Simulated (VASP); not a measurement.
Here is a VASP 6.6.1 calculation.

The input POSCAR:

```
GaN
1.0
    0.0000000000      2.2535006075      2.2535006075
    2.2535006075      0.0000000000      2.2535006075
    2.2535006075      2.2535006075      0.0000000000
Ga N
1 1
Direct
    0.0000000000      0.0000000000      0.0000000000
    0.2500000000      0.2500000000      0.2500000000
```

Contents of INCAR.step1:

```
SYSTEM = GaN
ALGO     = Normal         ! electronic algorithm
EDIFF    = 1E-5           ! SCF threshold, eV
ENCUT    = 1080           ! plane-wave cutoff, eV
GGA      = PE             ! functional
GGA_COMPAT= .FALSE.      
ISIF     = 2              ! what is computed and relaxed
ISMEAR   = -1             ! smearing method
LASPH    = .TRUE.         ! aspherical terms in the spheres
LCHARG   = .FALSE.        ! write CHGCAR
LREAL    = .FALSE.        ! projectors in reciprocal space
LWAVE    = .TRUE.         ! write WAVECAR
NBANDS   = 16             ! bands
NELM     = 120            ! most SCF steps
PREC     = Accurate       ! precision mode
SIGMA    = 0.05           ! smearing width, eV
```

Contents of INCAR.step2:

```
SYSTEM = GaN
AEXX     = 0.1            ! exact-exchange fraction
ALGO     = Normal         ! electronic algorithm
EDIFF    = 1E-6           ! SCF threshold, eV
ENCUT    = 1080           ! plane-wave cutoff, eV
GGA_COMPAT= .FALSE.      
ISIF     = 2              ! what is computed and relaxed
ISMEAR   = -1             ! smearing method
ISTART   = 1            
LASPH    = .TRUE.         ! aspherical terms in the spheres
LCHARG   = .FALSE.        ! write CHGCAR
LHFCALC  = .TRUE.         ! exact exchange
LMIXTAU  = .TRUE.       
LREAL    = .FALSE.        ! projectors in reciprocal space
LWAVE    = .FALSE.        ! write WAVECAR
METAGGA  = R2SCAN         ! meta-GGA
NBANDS   = 16             ! bands
NELM     = 120            ! most SCF steps
PREC     = Accurate       ! precision mode
PRECFOCK = Normal       
SIGMA    = 0.05           ! smearing width, eV
```

Contents of KPOINTS:

```
k-points
0
G
  5 5 5
  0 0 0
```

Potentials or basis: VASP PAW PBE potentials, release 64 (Ga_d, N_h).

Launch:

```console
$ cat potpaw_PBE.64/Ga_d/POTCAR potpaw_PBE.64/N_h/POTCAR > POTCAR
$ cp INCAR.step1 INCAR
$ mpirun -np 1 vasp_std > vasp.out
$ cp INCAR.step2 INCAR
$ mpirun -np 1 vasp_std > vasp.out
```

Question: What does it give for the pressure?

Answer: -1.8 GPa.

Question: What does it give for the band gap on the k mesh?

Answer: 2.86 eV.

Caveat: the k points lie up to 0.48 Å⁻¹ apart; the PAW data sets were made with another functional, which shifts forces and pressure a little.
